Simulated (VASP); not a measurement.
# HgPt (P4/mmm) in VASP: single point with LDA

Aim: the single point of HgPt with LDA.

All numbers are computed with VASP 6.6.1; they aren't measurements. Logs are shortened: lines on timing, memory, paths and dates and some standing lists are left out, and cuts for length are marked.

## 1. The cell of the first run

Symmetry: P4/mmm, No. 123, tetragonal system. Conventional cell: a = 2.971 Å, b = 2.971 Å, c = 3.825 Å, α = 90.00°, β = 90.00°, γ = 90.00°. Hg (site symmetry 4/mmm) has 8 Pt at 2.84 Å and 4 Hg at 2.97 Å within 3.7 Å. Within 3.7 Å of Pt (site symmetry 4/mmm) lie 8 Hg at 2.84 Å and 4 Pt at 2.97 Å.

## 2. Single point, LDA

INCAR

```
  ALGO = Normal
  EDIFF = 1E-6
  ENCUT = 520
  ISIF = 2
  ISMEAR = -1
  LASPH = True
  LCHARG = True
  LELF = True
  LREAL = False
  LVHAR = True
  LWAVE = False
  NBANDS = 18
  NELM = 100
  PREC = Accurate
  SIGMA = 0.1
```

KPOINTS

```
k-points
0
Gamma
  10 10 8
```

POSCAR

```
HgPt
1.0
    2.9710000000      0.0000000000      0.0000000000
    0.0000000000      2.9710000000      0.0000000000
    0.0000000000      0.0000000000      3.8250000000
Hg Pt
1 1
Direct
    0.0000000000      0.0000000000      0.0000000000
    0.5000000000      0.5000000000      0.5000000000
```

Potentials or basis: VASP PAW LDA potentials, release 64 (Hg, Pt).

Run with:

```
$ cat potpaw_LDA.64/Hg/POTCAR potpaw_LDA.64/Pt/POTCAR > POTCAR
$ mpirun -np 1 vasp_std > vasp.out
```

OUTCAR:

```text
EDIFF = 1E-6
   ENCUT = 520
   ISIF = 2
   ISMEAR = -1
   LASPH = True
   LREAL = False
   NELM = 100
   PREC = Accurate

 ion  position               nearest neighbor table
   1  0.000  0.000  0.000-   2 2.84   2 2.84   2 2.84   2 2.84   2 2.84   2 2.84   2 2.84   2 2.84

   2  0.500  0.500  0.500-   1 2.84   1 2.84   1 2.84   1 2.84   1 2.84   1 2.84   1 2.84   1 2.84

  LATTYP: Found a simple tetragonal cell.
 ALAT       =     2.9710000000
 C/A-ratio  =     1.2874453046

  Lattice vectors:

 A1 = (   2.9710000000,   0.0000000000,   0.0000000000)
 A2 = (   0.0000000000,   2.9710000000,   0.0000000000)
 A3 = (   0.0000000000,   0.0000000000,   3.8250000000)

Analysis of symmetry for initial positions (statically):
=====================================================================
 Subroutine PRICEL returns:
 Original cell was already a primitive cell.

 Routine SETGRP: Setting up the symmetry group for a
 simple tetragonal supercell.

 Subroutine GETGRP returns: Found 16 space group operations
 (whereof 16 operations were pure point group operations)
 out of a pool of 16 trial point group operations.

The static configuration has the point symmetry D_4h.

Analysis of symmetry for dynamics (positions and initial velocities):
=====================================================================
 Subroutine PRICEL returns:
 Original cell was already a primitive cell.

 Routine SETGRP: Setting up the symmetry group for a
 simple tetragonal supercell.

 Subroutine GETGRP returns: Found 16 space group operations
 (whereof 16 operations were pure point group operations)
 out of a pool of 16 trial point group operations.

The dynamic configuration has the point symmetry D_4h.

 Subroutine INISYM returns: Found 16 space group operations
 (whereof 16 operations are pure point group operations),
 and found     1 'primitive' translations

----------------------------------------------------------------------------------------

                                     Primitive cell

  volume of cell :      33.7627

  direct lattice vectors                    reciprocal lattice vectors
     2.971000000  0.000000000  0.000000000     0.336587008  0.000000000  0.000000000
     0.000000000  2.971000000  0.000000000     0.000000000  0.336587008  0.000000000
     0.000000000  0.000000000  3.825000000     0.000000000  0.000000000  0.261437908

  length of vectors
     2.971000000  2.971000000  3.825000000     0.336587008  0.336587008  0.261437908

  position of ions in fractional coordinates (direct lattice)
     0.000000000  0.000000000  0.000000000
     0.500000000  0.500000000  0.500000000

  ion indices of the primitive-cell ions
   primitive index   ion index
                 1           1
                 2           2

----------------------------------------------------------------------------------------

 KPOINTS: k-points

Automatic generation of k-mesh.
 Grid dimensions read from file:
 generate k-points for:   10   10    8

 Generating k-lattice:

  Cartesian coordinates                     Fractional coordinates (reciprocal lattice)
     0.033658701  0.000000000  0.000000000     0.100000000  0.000000000  0.000000000
     0.000000000  0.033658701  0.000000000     0.000000000  0.100000000  0.000000000
     0.000000000  0.000000000  0.032679739     0.000000000  0.000000000  0.125000000

  Length of vectors
     0.033658701  0.033658701  0.032679739

  Shift w.r.t. Gamma in fractional coordinates (k-lattice)
     0.000000000  0.000000000  0.000000000

 Subroutine IBZKPT returns following result:
 ===========================================

 Found    105 irreducible k-points:

 Following reciprocal coordinates:
            Coordinates               Weight
  0.000000  0.000000  0.000000      1.000000
  0.100000  0.000000  0.000000      4.000000
  0.200000  0.000000  0.000000      4.000000
  0.300000  0.000000  0.000000      4.000000
  0.400000  0.000000  0.000000      4.000000
  0.500000  0.000000  0.000000      2.000000
[... 16 lines left out ...]
  0.100000  0.000000  0.125000      8.000000
  0.200000  0.000000  0.125000      8.000000
 [... further k-points ...]
   k-points           NKPTS =    105   k-points in BZ     NKDIM =    105   number of bands    NBANDS=     18
   number of dos      NEDOS =    301   number of ions     NIONS =      2
   total plane-waves  NPLWV =  16128
   dimension x,y,z NGX =    24 NGY =   24 NGZ =   28
   dimension x,y,z NGXF=    48 NGYF=   48 NGZF=   56
   ions per type =               1   1
   NGX,Y,Z   is equivalent  to a cutoff of  13.43, 13.43, 12.17 a.u.
   NGXF,Y,Z  is equivalent  to a cutoff of  26.86, 26.86, 24.34 a.u.
 SYSTEM =  unknown system
   PREC   = accura    normal or accurate (medium, high low for compatibility)
   ISTART =      0    job   : 0-new  1-cont  2-samecut
   ICHARG =      2    charge: 1-file 2-atom 10-const
   ISPIN  =      1    spin polarized calculation?
   LNONCOLLINEAR =      F non collinear calculations
   LSORBIT =      F    spin-orbit coupling
   LASPH  =      T    aspherical Exc in radial PAW
   ENCUT  =  520.0 eV  38.22 Ry    6.18 a.u.   5.52  5.52  7.11*2*pi/ulx,y,z
   NELM   =    100;   NELMIN=  2; NELMDL= -5     # of ELM steps
   EDIFF  = 0.1E-05   stopping-criterion for ELM
   LREAL  =      F    real-space projection
   EDIFFG = 0.1E-04   stopping-criterion for IOM
   NSW    =      0    number of steps for IOM
   IBRION =     -1    ionic relax: 0-MD 1-quasi-New 2-CG
   NFREE  =      0    steps in history (QN), initial steepest desc. (CG)
   ISIF   =      2    stress and relaxation
   ISYM   =      2    0-nonsym 1-usesym 2-fastsym
   POTIM  = 0.5000    time-step for ionic-motion
   TEBEG  =    0.0;   TEEND  =   0.0 temperature during run
   PSTRESS=    0.0 pullay stress
   NELECT =      22.0000    total number of electrons
   NUPDOWN=      -1.0000    fix difference up-down
   EMIN   =  10.00;   EMAX   =-10.00  energy-range for DOS
   EFERMI =   0.00;   METHOD = LEGACY
   ISMEAR =    -1;   SIGMA  =   0.10  broadening in eV -4-tet -1-fermi 0-gaus
   EFERMI_NEDOS =   21; number of points for ismear=-14 and -15
   IALGO  =     38    algorithm
   IMIX   =      4    mixing-type and parameters
     AMIX     =   0.40;   BMIX     =  1.00
     AMIX_MAG =   1.60;   BMIX_MAG =  1.00
  volume/ion in A,a.u.               =      16.88       113.92
  Fermi-wavevector in a.u.,A,eV,Ry     =   1.419287  2.682063 27.407233  2.014375
  Thomas-Fermi vector in A             =   2.540323
   LORBIT       =      0    0 simple, 1 ext, 2 COOP (PROOUT), +10 PAW based schemes
   GGA     = CA    functional components
   LHFCALC =     F    Hartree Fock is set to
   AEXX    =    0.0000 exact exchange contribution
   IVDW    =     0    specifies the selected vdW correction
   LEPSILON=     F    determine dielectric tensor
   LRPA    =     F    only Hartree local field effects (RPA)
 non-spin polarized calculation
  energy-cutoff  :      520.00
  volume of cell :       33.76
 maximum number of plane-waves:       942
 NGX is ok and might be reduce to    24
   NGX = 11   NGY = 11   NGZ = 15

 number of electron      21.9999995 magnetization

 Free energy of the ion-electron system (eV)
  ---------------------------------------------------
  ext. energy  EPLUGINS =         0.00000000
  ---------------------------------------------------
  free energy    TOTEN  =        -8.54131278 eV

  energy without entropy =       -8.52692592  energy(sigma->0) =       -8.53411935

 E-fermi :   7.3665     XC(G=0): -13.0353

 val. band max:        7.3538743793   @ k =   0.3000   0.2000   0.5000
 cond. band min:       7.3955111954   @ k =   0.1000   0.1000   0.2500
 fundamental gap:      0.0416368161
 Fermi energy:         7.3665289800

 k-point     1 :       0.0000    0.0000    0.0000
  band No.  band energies     occupation
      1      -3.3458      2.00000
      2      -1.4770      2.00000
      3      -1.2828      2.00000
      4       0.2438      2.00000
      5       0.2438      2.00000
      6       0.9000      2.00000
[... 10 lines left out ...]
     17      23.2168      0.00000
     18      25.3280      0.00000

 k-point     2 :       0.1000    0.0000    0.0000
  band No.  band energies     occupation
      1      -3.1252      2.00000
      2      -1.3828      2.00000
      3      -1.1745      2.00000
      4       0.1676      2.00000
      5       0.2811      2.00000
      6       0.8300      2.00000
[... 10 lines left out ...]
     17      23.6356      0.00000
     18      24.5046      0.00000

 k-point     3 :       0.2000    0.0000    0.0000
  band No.  band energies     occupation
      1      -2.5090      2.00000
      2      -1.1683      2.00000
      3      -0.8138      2.00000
      4      -0.0264      2.00000
      5       0.3818      2.00000
      6       0.6516      2.00000
[... 10 lines left out ...]
     17      22.7655      0.00000
     18      24.1930      0.00000

 k-point     4 :       0.3000    0.0000    0.0000
  band No.  band energies     occupation
      1      -1.7107      2.00000
      2      -0.8331      2.00000
      3      -0.2559      2.00000
      4      -0.2226      2.00000
      5       0.4398      2.00000
      6       0.5134      2.00000
[... 375 lines left out ...]
      4       0.2738      2.00000
      5       0.2738      2.00000
      6       0.9120      2.00000
[... 10 lines left out ...]
     17      23.0157      0.00000
     18      25.2685      0.00000

 k-point    23 :       0.1000    0.0000    0.1250
  band No.  band energies     occupation
      1      -2.9375      2.00000
      2      -1.3491      2.00000
      3      -1.0927      2.00000
      4       0.1944      2.00000
      5       0.2990      2.00000
      6       0.8408      2.00000
[... 10 lines left out ...]
     17      23.5605      0.00000
     18      23.6635      0.00000

 k-point    24 :       0.2000    0.0000    0.1250
  band No.  band energies     occupation
      1      -2.3627      2.00000
      2      -1.1314      2.00000
      3      -0.7452      2.00000
      4       0.0079      2.00000
      5       0.3588      2.00000
      6       0.6666      2.00000
[... 10 lines left out ...]
     17      23.1300      0.00000
     18      23.7278      0.00000

 [... further k-points ...]
[... 5 lines left out ...]
  --------------------------------------------------------------------------------------
  -------------------------------------------------------------------------------------
  Total        0.0249734      0.0249734      0.2243710      0.0000000     -0.0000000      0.0000000
  in kB        1.1850916      1.1850916     10.6473278      0.0000000     -0.0000000      0.0000000
  external PRESSURE =       4.3391703 kB  Pullay stress =       0.0000000 kB

 VOLUME and BASIS-vectors are now :
 -----------------------------------------------------------------------------
  energy-cutoff  :      520.00
  volume of cell :       33.76
      direct lattice vectors                 reciprocal lattice vectors
     2.971000000  0.000000000  0.000000000     0.336587008  0.000000000  0.000000000
     0.000000000  2.971000000  0.000000000     0.000000000  0.336587008  0.000000000
     0.000000000  0.000000000  3.825000000     0.000000000  0.000000000  0.261437908

 POSITION                                       TOTAL-FORCE (eV/Angst)
 -----------------------------------------------------------------------------------
      0.00000      0.00000      0.00000         0.000000      0.000000      0.000000
      1.48550      1.48550      1.91250         0.000000      0.000000      0.000000
 -----------------------------------------------------------------------------------
    total drift:                                0.000000      0.000000     -0.000000

  FREE ENERGIE OF THE ION-ELECTRON SYSTEM (eV)
  ---------------------------------------------------
  free  energy   TOTEN  =        -8.5413127838 eV

  energy  without entropy=       -8.5269259195  energy(sigma->0) =       -8.53411935
```

Run time: 63 s. Hardware: 1 thread of Intel Xeon 8259CL, shared host; peak memory 0.18 GiB.

Results:

```yaml
Free_energy: -8.5413 eV
Pressure: 0.4 GPa
Band_gap_on_the_k_mesh: zero (band 11 reaches 9.85 eV, above the bottom of band 12 at 5.93 eV)
```

Caveat: spin-orbit coupling is left out, which moves the levels of the heavy elements.
